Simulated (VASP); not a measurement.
Al2Cu: single point with PBE

The system is Al2Cu.

```
CELL_PARAMETERS angstrom
2.79517 0.00000 0.00000
-1.39758 2.42069 0.00000
0.00000 0.00000 13.04964
ATOMIC_POSITIONS crystal
Al 0.33333 0.66667 0.00000
Al 0.66667 0.33333 0.81476
Al 0.66667 0.33333 0.18524
Al 0.66667 0.33333 0.50000
Cu 0.33333 0.66667 0.65546
Cu 0.33333 0.66667 0.34454
```

```json
{"Program": "VASP 6.6.1", "Task": "single point", "Functional": "PBE", "Potentials or basis": "VASP PAW PBE potentials, release 64 (Al, Cu)", "Cutoff": "520 eV", "k mesh": "18 × 18 × 4", "Occupations": "gaussian, width 0.1 eV", "Spin": "no spin polarisation"}
```

```yaml
Pressure: 0.3 GPa
Largest_force: 0.014 eV/Å
Band_gap_on_the_k_mesh: zero (bands 17 and 18 overlap by 2.61 eV)
```

Forces on the atoms (eV/Å):
```
Al   0.000  0.000  0.000
Al   0.000  0.000  0.014
Al   0.000  0.000 -0.014
Al   0.000  0.000  0.000
Cu   0.000  0.000  0.011
Cu   0.000  0.000 -0.011
```

Stress tensor (GPa, compression positive):
```
0.26 0.00 0.00
0.00 0.26 0.00
0.00 0.00 0.38
```

Levels at points of the mesh, in eV from the Fermi level:
| k point | band 14 | band 15 | band 16 | band 17 | band 18 | band 19 | band 20 | band 21 |
| --- | --- | --- | --- | --- | --- | --- | --- | --- |
| (0.00, 0.00, 0.00) | -3.14 | -3.12 | -3.12 | -1.71 | 3.15 | 3.52 | 9.40 | 11.29 |
| (0.50, 0.00, 0.00) | -2.58 | -2.58 | -2.23 | -0.94 | -0.71 | 0.00 | 0.76 | 2.36 |
| (0.00, 0.00, 0.50) | -3.14 | -3.12 | -3.12 | -0.60 | 1.14 | 6.08 | 7.15 | 11.95 |
| (0.50, 0.00, 0.50) | -2.58 | -2.36 | -1.86 | -1.55 | -0.95 | 1.16 | 1.36 | 1.49 |

Wall time 9.1 min on 1 thread of Intel(R) Xeon(R) Platinum 8375C CPU @ 2.90GHz (Ice Lake), with other jobs on the host, peak memory 0.37 GiB.
